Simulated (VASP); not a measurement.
# SrLaF5 (P4/mmm) in VASP: relaxation of cell and atoms with PBEsol

Aim: the relaxation of cell and atoms of SrLaF5 with PBEsol.

All numbers are computed with VASP 6.6.1; they aren't measurements. Logs are shortened: lines on timing, memory, paths and dates and some standing lists are left out, and cuts for length are marked.

### 1 The cell of the first run

Symmetry: P4/mmm, No. 123, tetragonal system. The conventional cell has a = 4.118 Å, b = 4.118 Å, c = 7.175 Å, α = 90.00°, β = 90.00°, γ = 90.00°. Sr (site symmetry 4/mmm) has 8 F at 2.53 Å within 3.3 Å. La (site symmetry 4/mmm) has 12 F at 2.91 to 2.95 Å within 3.8 Å. F (site symmetry 4/mmm) has 4 La at 2.91 Å and 8 F at 2.95 Å and 2 Sr at 3.59 Å within 3.8 Å. Within 3.3 Å of F (site symmetry 2mm) lie 2 Sr at 2.53 Å and 7 F at 2.91 to 2.95 Å and 2 La at 2.95 Å.

### 2 Relaxation of cell and atoms, PBEsol

Contents of INCAR:

```
PREC = Accurate
ENCUT = 600
EDIFF = 1E-6
ISMEAR = -1
SIGMA = 0.03
LREAL = F
LASPH = T
NELM = 100
ALGO = Normal
ISIF = 3
LWAVE = F
LCHARG = F
GGA = PS
IBRION = 2
NSW = 100
EDIFFG = -0.01
```

Contents of KPOINTS:

```
Automatic mesh
0
Gamma
  6 6 4
```

Contents of POSCAR:

```
SrLaF5
1.0
    4.1177188700      0.0000000000      0.0000000000
    0.0000000000      4.1177188700      0.0000000000
    0.0000000000      0.0000000000      7.1746519400
Sr La F
1 1 5
Direct
    0.0000000000      0.0000000000      0.5000000000
    0.5000000000      0.5000000000      0.0000000000
    0.0000000000      0.0000000000      0.0000000000
    0.5000000000      0.0000000000      0.7047851500
    0.0000000000      0.5000000000      0.7047851500
    0.5000000000      0.0000000000      0.2952148500
    0.0000000000      0.5000000000      0.2952148500
```

Potentials or basis: VASP PAW PBE potentials, release 64 (Sr_sv, La, F).

On the command line:

```
$ cat potpaw_PBE.64/Sr_sv/POTCAR potpaw_PBE.64/La/POTCAR potpaw_PBE.64/F/POTCAR > POTCAR
$ mpirun -np 1 vasp_std > vasp.out
```

OUTCAR:

```text
PREC = Accurate
   ENCUT = 600
   EDIFF = 1E-6
   ISMEAR = -1
   LREAL = F
   LASPH = T
   NELM = 100
   ISIF = 3
   GGA = PS
   IBRION = 2
   NSW = 100
   EDIFFG = -0.01

 ion  position               nearest neighbor table
   1  0.000  0.000  0.500-   4 2.53   5 2.53   6 2.53   7 2.53   5 2.53   7 2.53   4 2.53   6 2.53

   2  0.500  0.500  0.000-
   3  0.000  0.000  0.000-
   4  0.500  0.000  0.705-   1 2.53   1 2.53
   5  0.000  0.500  0.705-   1 2.53   1 2.53
   6  0.500  0.000  0.295-   1 2.53   1 2.53
   7  0.000  0.500  0.295-   1 2.53   1 2.53

  LATTYP: Found a simple tetragonal cell.
 ALAT       =     4.1177188700
 C/A-ratio  =     1.7423850842

  Lattice vectors:

 A1 = (   4.1177188700,   0.0000000000,   0.0000000000)
 A2 = (   0.0000000000,   4.1177188700,   0.0000000000)
 A3 = (   0.0000000000,   0.0000000000,   7.1746519400)

Analysis of symmetry for initial positions (statically):
=====================================================================
 Subroutine PRICEL returns:
 Original cell was already a primitive cell.

 Routine SETGRP: Setting up the symmetry group for a
 simple tetragonal supercell.

 Subroutine GETGRP returns: Found 16 space group operations
 (whereof 16 operations were pure point group operations)
 out of a pool of 16 trial point group operations.

The static configuration has the point symmetry D_4h.

Analysis of symmetry for dynamics (positions and initial velocities):
=====================================================================
 Subroutine PRICEL returns:
 Original cell was already a primitive cell.

 Routine SETGRP: Setting up the symmetry group for a
 simple tetragonal supercell.

 Subroutine GETGRP returns: Found 16 space group operations
 (whereof 16 operations were pure point group operations)
 out of a pool of 16 trial point group operations.

The dynamic configuration has the point symmetry D_4h.

 Subroutine INISYM returns: Found 16 space group operations
 (whereof 16 operations are pure point group operations),
 and found     1 'primitive' translations

----------------------------------------------------------------------------------------

                                     Primitive cell

  volume of cell :     121.6506

  direct lattice vectors                    reciprocal lattice vectors
     4.117718870  0.000000000  0.000000000     0.242852908  0.000000000  0.000000000
     0.000000000  4.117718870  0.000000000     0.000000000  0.242852908  0.000000000
     0.000000000  0.000000000  7.174651940     0.000000000  0.000000000  0.139379584

  length of vectors
     4.117718870  4.117718870  7.174651940     0.242852908  0.242852908  0.139379584

  position of ions in fractional coordinates (direct lattice)
     0.000000000  0.000000000  0.500000000
     0.500000000  0.500000000  0.000000000
     0.000000000  0.000000000  0.000000000
     0.500000000  0.000000000  0.704785150
     0.000000000  0.500000000  0.704785150
     0.500000000  0.000000000  0.295214850
     0.000000000  0.500000000  0.295214850

  ion indices of the primitive-cell ions
   primitive index   ion index
                 1           1
                 2           2
                 3           3
                 4           4
                 5           5
                 6           6
                 7           7

----------------------------------------------------------------------------------------

 KPOINTS: Automatic mesh

Automatic generation of k-mesh.
 Grid dimensions read from file:
 generate k-points for:    6    6    4

 Generating k-lattice:

  Cartesian coordinates                     Fractional coordinates (reciprocal lattice)
     0.040475485  0.000000000  0.000000000     0.166666667  0.000000000  0.000000000
     0.000000000  0.040475485  0.000000000     0.000000000  0.166666667  0.000000000
     0.000000000  0.000000000  0.034844896     0.000000000  0.000000000  0.250000000

  Length of vectors
     0.040475485  0.040475485  0.034844896

  Shift w.r.t. Gamma in fractional coordinates (k-lattice)
     0.000000000  0.000000000  0.000000000

 Subroutine IBZKPT returns following result:
 ===========================================

 Found     30 irreducible k-points:

 Following reciprocal coordinates:
            Coordinates               Weight
  0.000000  0.000000  0.000000      1.000000
  0.166667  0.000000  0.000000      4.000000
  0.333333  0.000000  0.000000      4.000000
  0.500000  0.000000  0.000000      2.000000
  0.166667  0.166667  0.000000      4.000000
  0.333333  0.166667  0.000000      8.000000
[... 16 lines left out ...]
  0.333333  0.000000  0.500000      4.000000
  0.500000  0.000000  0.500000      2.000000
 [... further k-points ...]
   k-points           NKPTS =     30   k-points in BZ     NKDIM =     30   number of bands    NBANDS=     33
   number of dos      NEDOS =    301   number of ions     NIONS =      7
   total plane-waves  NPLWV =  77760
   dimension x,y,z NGX =    36 NGY =   36 NGZ =   60
   dimension x,y,z NGXF=    72 NGYF=   72 NGZF=  120
   ions per type =               1   1   5
   NGX,Y,Z   is equivalent  to a cutoff of  14.53, 14.53, 13.90 a.u.
   NGXF,Y,Z  is equivalent  to a cutoff of  29.07, 29.07, 27.81 a.u.
 SYSTEM =  unknown system
   PREC   = accura    normal or accurate (medium, high low for compatibility)
   ISTART =      0    job   : 0-new  1-cont  2-samecut
   ICHARG =      2    charge: 1-file 2-atom 10-const
   ISPIN  =      1    spin polarized calculation?
   LNONCOLLINEAR =      F non collinear calculations
   LSORBIT =      F    spin-orbit coupling
   LASPH  =      T    aspherical Exc in radial PAW
   ENCUT  =  600.0 eV  44.10 Ry    6.64 a.u.   8.22  8.22 14.33*2*pi/ulx,y,z
   NELM   =    100;   NELMIN=  2; NELMDL= -5     # of ELM steps
   EDIFF  = 0.1E-05   stopping-criterion for ELM
   LREAL  =      F    real-space projection
   EDIFFG = -.1E-01   stopping-criterion for IOM
   NSW    =    100    number of steps for IOM
   IBRION =      2    ionic relax: 0-MD 1-quasi-New 2-CG
   NFREE  =      1    steps in history (QN), initial steepest desc. (CG)
   ISIF   =      3    stress and relaxation
   ISYM   =      2    0-nonsym 1-usesym 2-fastsym
   POTIM  = 0.5000    time-step for ionic-motion
   TEBEG  =    0.0;   TEEND  =   0.0 temperature during run
   PSTRESS=    0.0 pullay stress
   NELECT =      56.0000    total number of electrons
   NUPDOWN=      -1.0000    fix difference up-down
   EMIN   =  10.00;   EMAX   =-10.00  energy-range for DOS
   EFERMI =   0.00;   METHOD = LEGACY
   ISMEAR =    -1;   SIGMA  =   0.03  broadening in eV -4-tet -1-fermi 0-gaus
   EFERMI_NEDOS =   21; number of points for ismear=-14 and -15
   IALGO  =     38    algorithm
   IMIX   =      4    mixing-type and parameters
     AMIX     =   0.40;   BMIX     =  1.00
     AMIX_MAG =   1.60;   BMIX_MAG =  1.00
  volume/ion in A,a.u.               =      17.38       117.28
  Fermi-wavevector in a.u.,A,eV,Ry     =   1.264055  2.388718 21.739878  1.597836
  Thomas-Fermi vector in A             =   2.397380
   LORBIT       =      0    0 simple, 1 ext, 2 COOP (PROOUT), +10 PAW based schemes
   GGA     = PS    functional components
   LHFCALC =     F    Hartree Fock is set to
   AEXX    =    0.0000 exact exchange contribution
   IVDW    =     0    specifies the selected vdW correction
   LEPSILON=     F    determine dielectric tensor
   LRPA    =     F    only Hartree local field effects (RPA)
 conjugate gradient relaxation of ions
 non-spin polarized calculation
  energy-cutoff  :      600.00
  volume of cell :      121.65
 maximum number of plane-waves:      4084
 NGX is ok and might be reduce to    36
   NGX = 17   NGY = 17   NGZ = 29

--------------------------------------- Ionic step        1  -------------------------------------------

 number of electron      55.9999981 magnetization

 Free energy of the ion-electron system (eV)
  ---------------------------------------------------
  ext. energy  EPLUGINS =         0.00000000
  ---------------------------------------------------
  free energy    TOTEN  =       -42.42339320 eV

  energy without entropy =      -42.42339320  energy(sigma->0) =      -42.42339320

 E-fermi :   0.4451     XC(G=0):  -9.3309

 val. band max:       -0.1888504459   @ k =   0.5000   0.5000   0.0000
 cond. band min:       2.7980787467   @ k =   0.5000   0.0000   0.0000
 fundamental gap:      2.9869291926
 Fermi energy:         0.4450679574

 k-point     1 :       0.0000    0.0000    0.0000
  band No.  band energies     occupation
      1     -31.7258      2.00000
      2     -30.3164      2.00000
      3     -20.0080      2.00000
      4     -19.6612      2.00000
      5     -19.4761      2.00000
      6     -19.2482      2.00000
[... 853 lines left out ...]
     32       2.9637      0.00000
     33       2.9753      0.00000

 [... further k-points ...]

------------------------ aborting loop because EDIFF is reached ----------------------------------------

  FORCE on cell =-STRESS in cart. coord.  units (eV):
  Direction    XX          YY          ZZ          XY          YZ          ZX
  --------------------------------------------------------------------------------------
  -------------------------------------------------------------------------------------
  Total       -8.8147158     -8.8147158    -14.9832711      0.0000000      0.0000000      0.0000000
  in kB     -116.0926362   -116.0926362   -197.3344894      0.0000000      0.0000000      0.0000000
  external PRESSURE =    -143.1732540 kB  Pullay stress =       0.0000000 kB
[... 104 lines left out ...]
  FREE ENERGIE OF THE ION-ELECTRON SYSTEM (eV)
  ---------------------------------------------------
  free  energy   TOTEN  =       -44.4592572650 eV

  energy  without entropy=      -44.4592572650  energy(sigma->0) =      -44.45925726

[... ionic steps 4 to 8 ...]

--------------------------------------- Ionic step        9  -------------------------------------------

 number of electron      56.0000022 magnetization

------------------------ aborting loop because EDIFF is reached ----------------------------------------
[... 77 lines left out ...]
--------------------------------------- Ionic step       11  -------------------------------------------

 number of electron      56.0000021 magnetization

 Free energy of the ion-electron system (eV)
  ---------------------------------------------------
  ext. energy  EPLUGINS =         0.00000000
  ---------------------------------------------------
  free energy    TOTEN  =       -44.86556332 eV

  energy without entropy =      -44.86556332  energy(sigma->0) =      -44.86556332

 E-fermi :   2.9618     XC(G=0): -10.5819

 val. band max:        2.2290459427   @ k =   0.5000   0.5000   0.0000
 cond. band min:       7.1113189041   @ k =   0.5000   0.0000   0.0000
 fundamental gap:      4.8822729614
 Fermi energy:         2.9617615265

 k-point     1 :       0.0000    0.0000    0.0000
  band No.  band energies     occupation
      1     -28.7324      2.00000
      2     -27.6505      2.00000
      3     -19.1359      2.00000
      4     -18.7713      2.00000
      5     -18.4379      2.00000
      6     -18.2889      2.00000
[... 853 lines left out ...]
     32       7.2969      0.00000
     33       7.3619      0.00000

 [... further k-points ...]

------------------------ aborting loop because EDIFF is reached ----------------------------------------

  FORCE on cell =-STRESS in cart. coord.  units (eV):
  Direction    XX          YY          ZZ          XY          YZ          ZX
  --------------------------------------------------------------------------------------
  -------------------------------------------------------------------------------------
  Total       -0.0247870     -0.0247870     -0.0596273      0.0000000      0.0000000      0.0000000
  in kB       -0.4192189     -0.4192189     -1.0084652      0.0000000      0.0000000      0.0000000
  external PRESSURE =      -0.6156343 kB  Pullay stress =       0.0000000 kB
[... 22 lines left out ...]
  FREE ENERGIE OF THE ION-ELECTRON SYSTEM (eV)
  ---------------------------------------------------
  free  energy   TOTEN  =       -44.8655633244 eV

  energy  without entropy=      -44.8655633244  energy(sigma->0) =      -44.86556332

 reached required accuracy - stopping structural energy minimisation
```

Wall time 12 min (1 thread of Intel Xeon 6975P-C (Granite Rapids), shared host); peak memory 0.38 GiB.

Results:

```yaml
Free_energy: -44.8656 eV
Relaxed_volume: 13.53 Å³/atom
Relaxed_cell: a = 3.915 Å, b = 3.915 Å, c = 6.180 Å, α = 90.00°, β = 90.00°, γ = 90.00°
Space_group_after_relaxing_to_0.1_Å: P4/mmm (No. 123)
Energy_gained_by_relaxing: 348.9 meV/atom
Ionic_steps: 11
Pressure_after_relaxing: -0.1 GPa
Largest_force_after_relaxing: 0.005 eV/Å
Band_gap_on_the_k_mesh: 4.88 eV (least direct gap 4.89 eV)
```

Forces in eV/Å, atoms in the order of the input:
```
Sr   0.000  0.000  0.000
La   0.000  0.000  0.000
F    0.000  0.000  0.000
F    0.000  0.000 -0.005
F    0.000  0.000 -0.005
F    0.000  0.000  0.005
F    0.000  0.000  0.005
```

The path:
```tsv
step	energy change (eV)	largest force (eV/Å)	pressure (GPa)	volume (Å³)
1	0.0000	1.2574	-14.32	121.65
2	-1.9800	1.4202	-1.41	96.24
3	-2.0359	1.4071	3.19	92.32
4	-2.3720	0.5070	2.57	92.40
5	-2.4224	0.0627	2.81	92.43
6	-2.4231	0.0075	2.79	92.42
7	-2.4354	0.0471	-1.55	96.01
8	-2.4420	0.0278	0.06	94.65
9	-2.4420	0.0283	-0.04	94.70
10	-2.4421	0.0141	-0.04	94.71
11	-2.4422	0.0048	-0.06	94.73
```

Final structure:
```
Sr La F
1.0
     3.91530    0.00000    0.00000
     0.00000    3.91530    0.00000
     0.00000    0.00000    6.17966
Sr La F
1 1 5
Direct
  0.00000 0.00000 0.50000
  0.50000 0.50000 0.00000
  0.00000 0.00000 0.00000
  0.50000 0.00000 0.73554
  0.00000 0.50000 0.73554
  0.50000 0.00000 0.26446
  0.00000 0.50000 0.26446
```

Levels at points of the mesh, in eV from the valence-band top:
| k point | band 25 | band 26 | band 27 | band 28 | band 29 | band 30 | band 31 | band 32 |
| --- | --- | --- | --- | --- | --- | --- | --- | --- |
| (0.00, 0.00, 0.00) | -1.84 | -0.49 | -0.49 | -0.34 | 5.02 | 5.09 | 5.18 | 5.18 |
| (0.50, 0.00, 0.00) | -1.84 | -0.79 | -0.71 | -0.11 | 4.88 | 5.02 | 5.05 | 5.06 |
| (0.50, 0.50, 0.00) | -1.38 | -0.72 | -0.72 | 0.00 | 4.89 | 4.89 | 5.00 | 5.14 |
| (0.00, 0.00, 0.50) | -1.55 | -0.65 | -0.65 | -0.65 | 5.01 | 5.08 | 5.18 | 5.18 |
| (0.50, 0.00, 0.50) | -1.90 | -0.99 | -0.74 | -0.20 | 4.89 | 4.98 | 5.07 | 5.07 |
| (0.50, 0.50, 0.50) | -1.41 | -0.71 | -0.71 | -0.08 | 4.90 | 4.90 | 4.92 | 5.14 |

Caveat: the volume moved by over 15 % at a fixed basis, so the end points are rough; the PAW data sets were made with another functional, which shifts forces and pressure a little; spin-orbit coupling is left out, which moves the levels of the heavy elements.
